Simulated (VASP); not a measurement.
A run of VASP 6.6.1 is set up as follows.

INCAR

```
PREC = Accurate
ENCUT = 500
EDIFF = 1E-6
ISMEAR = 0
SIGMA = 0.01
LREAL = F
LASPH = T
NELM = 120
ALGO = Normal
ISIF = 2
LWAVE = F
LCHARG = T
LELF = T
LVHAR = T
NBANDS = 17
GGA_COMPAT = F
```

Contents of KPOINTS:

```
Automatic mesh
0
Gamma
  10 10 10
```

POSCAR

```
SnTe
1.0
    3.1805069561      3.1805069561      0.0000000000
   -3.1805069561      3.1805069561      0.0000000000
    0.0000000000      3.1805069561      3.1154465209
Sn Te
1 1
Direct
    0.0000000000      0.0000000000      0.0000000000
    0.5000000000      0.5000000000      0.0000000000
```

Potentials or basis: VASP PAW LDA potentials, release 64 (Sn_d, Te).

The run is started by

```bash
$ cat potpaw_LDA.64/Sn_d/POTCAR potpaw_LDA.64/Te/POTCAR > POTCAR
$ mpirun -np 1 vasp_std > vasp.out
```

Problem. What does it give for the band gap on the k mesh?

Solution. 0.12 eV, direct.

Problem. Estimate the pressure.

Solution. -1.7 GPa.

Stress tensor (GPa, compression positive):
```
-2.61  0.00  0.00
 0.00 -2.61  0.00
 0.00  0.00  0.00
```

Caveat: the cell differs from its parent crystal (in-plane strain +0.02, then relaxed in part); spin-orbit coupling is left out, which moves the levels of the heavy elements. A k mesh can miss the band edges.
